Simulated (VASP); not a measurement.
A run of VASP 6.6.1 is set up as follows.

Contents of POSCAR:

```
YbW2
1.0
    0.0000000000      3.8800018762      3.8800018762
    3.8800018762      0.0000000000      3.8800018762
    3.8800018762      3.8800018762      0.0000000000
W Yb
4 2
Direct
    0.6250000000      0.6250000000      0.6250000000
    0.1250000000      0.6250000000      0.6250000000
    0.6250000000      0.6250000000      0.1250000000
    0.6250000000      0.1250000000      0.6250000000
    0.0000000000      0.0000000000      0.0000000000
    0.2500000000      0.2500000000      0.2500000000
```

File INCAR.step1:

```
  ALGO = Normal
  EDIFF = 1E-4
  ENCUT = 520
  GGA = PE
  ISMEAR = -1
  LASPH = True
  LCHARG = False
  LREAL = False
  LWAVE = True
  NBANDS = 61
  NELM = 100
  PREC = Accurate
  SIGMA = 0.1
```

File INCAR.step2:

```
  ALGO = Normal
  EDIFF = 1E-7
  ENCUT = 520
  ISIF = 2
  ISMEAR = -1
  ISTART = 1
  LASPH = True
  LCHARG = True
  LELF = True
  LMIXTAU = True
  LREAL = False
  LVHAR = True
  LWAVE = False
  METAGGA = R2SCAN
  NBANDS = 61
  NELM = 100
  PREC = Accurate
  SIGMA = 0.1
```

File KPOINTS:

```
k-points
0
Gamma
  4 4 4
```

Potentials or basis: VASP PAW PBE potentials, release 64 (W_sv, Yb).

The run is started by

```sh
$ cat potpaw_PBE.64/W_sv/POTCAR potpaw_PBE.64/Yb/POTCAR > POTCAR
$ cp INCAR.step1 INCAR
$ mpirun -np 1 vasp_std > vasp.out
$ cp INCAR.step2 INCAR
$ mpirun -np 1 vasp_std > vasp.out
```

Task: What does it give for the pressure?

Result: 0.4 GPa.

Task: Predict the band gap on the k mesh.

Result: Zero (bands 52 and 53 overlap by 1.40 eV).

Caveat: the PAW data sets were made with another functional, which shifts forces and pressure a little; spin-orbit coupling is left out, which moves the levels of the heavy elements. Spin polarisation is off, so any magnetic state and its effect on volume and gap are missing.
